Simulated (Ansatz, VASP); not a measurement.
CdSe in VASP and in Ansatz

```xyz
2
Lattice="0.0000 3.0300 3.0300 3.0300 0.0000 3.0300 3.0300 3.0300 0.0000" Properties=species:S:1:pos:R:3 pbc="T T T"
Cd    0.0000    0.0000    0.0000
Se    1.5150    1.5150    1.5150
```

Change from the starting cell: hydrostatic strain -1.2%.

Alike in both runs: task single point; functional r2SCAN; k mesh 8 × 8 × 8; no spin polarisation.

|  | VASP | Ansatz |
| --- | --- | --- |
| version | VASP 6.6.1 | Ansatz 0.2.0 |
| potentials or method | VASP PAW PBE potentials, release 64 (Cd, Se) | plane waves, PAW |
| plane-wave cutoff (eV) | 520 | 500 |
| occupations | gaussian, width 0.01 eV | fixed |
| valence electrons in the cell | 18 | 36 |

Ansatz gave:

```
gap on the k mesh at the Fermi level (eV) : 1.12
pressure (GPa)                            : 2.0
```

Question: Estimate VASP's values.

Answer: gap on the k mesh at the Fermi level (eV): 1.11; pressure (GPa): 2.3.

VASP's potentials were made for PBE, not for r2SCAN. VASP's potentials hold 18 valence electrons a cell and Ansatz's 36, so a difference there can come from the potentials and not from the codes.
